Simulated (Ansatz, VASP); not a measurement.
# SnO2: VASP beside Ansatz

```
CELL_PARAMETERS angstrom
4.73735 0.07106 0.07106
0.07106 4.73735 0.07106
0.04780 0.04780 3.18640
ATOMIC_POSITIONS crystal
Sn 0.00000 0.00000 0.00000
Sn 0.50000 0.50000 0.50000
O 0.30562 0.30562 0.00000
O 0.19438 0.80562 0.50000
O 0.69438 0.69438 0.00000
O 0.80562 0.19438 0.50000
```

Change from the starting cell: equal xy, yz and zx shear strains of +3 %.

Alike in both runs: task single point; functional PBE; k mesh 4 × 4 × 6; occupations fermi-dirac, width 0.03 eV; no spin polarisation.

|  | VASP | Ansatz |
| --- | --- | --- |
| version | VASP 6.6.1 | Ansatz 0.2.0 |
| potentials or method | VASP PAW PBE potentials, release 64 (Sn_d, O), cutoff 520 eV | all-electron LAPW, scalar-relativistic |

```tsv
	VASP	Ansatz	Ansatz less VASP
gap on the k mesh at the Fermi level (eV)	1.24	1.26	+0.013
pressure (GPa)	12.1	11.4	-0.74
traceless stress, the component that is largest in VASP (GPa)	-6.31	-6.28	+0.038
rms of the force components (eV/Å)	0.144	0.138	-0.0058
```

Atom by atom the forces differ by 0.010 eV/Å (rms over components). Ansatz ran all-electron here, and VASP with PAW potentials.
